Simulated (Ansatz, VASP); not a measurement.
**LiF in VASP and in Ansatz**

```
Li F
1.0
     4.80478    0.00000    0.00000
    -2.40239    4.16106    0.00000
     0.00000    0.00000    2.74698
Li F
3 3
Direct
  0.50000 0.00000 0.00000
  0.50000 0.50000 0.00000
  0.00000 0.50000 0.00000
  0.00000 0.00000 0.00000
  0.33333 0.66667 0.50000
  0.66667 0.33333 0.50000
```

Alike in both runs: functional PBE; k mesh 6 × 6 × 8; occupations gaussian, width 0.02 eV; no spin polarisation.

Ansatz relaxed the structure, and its values are those at the end. VASP's run is a single point on that final structure, the one shown.

```csv
,VASP,Ansatz
version,VASP 6.6.1,Ansatz 0.2.0
potentials or method,"VASP PAW PBE potentials, release 64 (Li_sv, F), cutoff 520 eV","scalar-relativistic, plane waves, PAW"
valence electrons in the cell,30,30
```

VASP gave:

- gap on the k mesh at the Fermi level (eV): 5.73
- least direct gap on the mesh (eV): 5.73

Question: Estimate Ansatz's values.

Answer: gap on the k mesh at the Fermi level (eV): 5.74; least direct gap on the mesh (eV): 5.74.

With one functional, cell and mesh, what is left measures potentials, basis and numerics.

Noted on VASP's run: the cutoff is short for stress, so the pressure is rough.
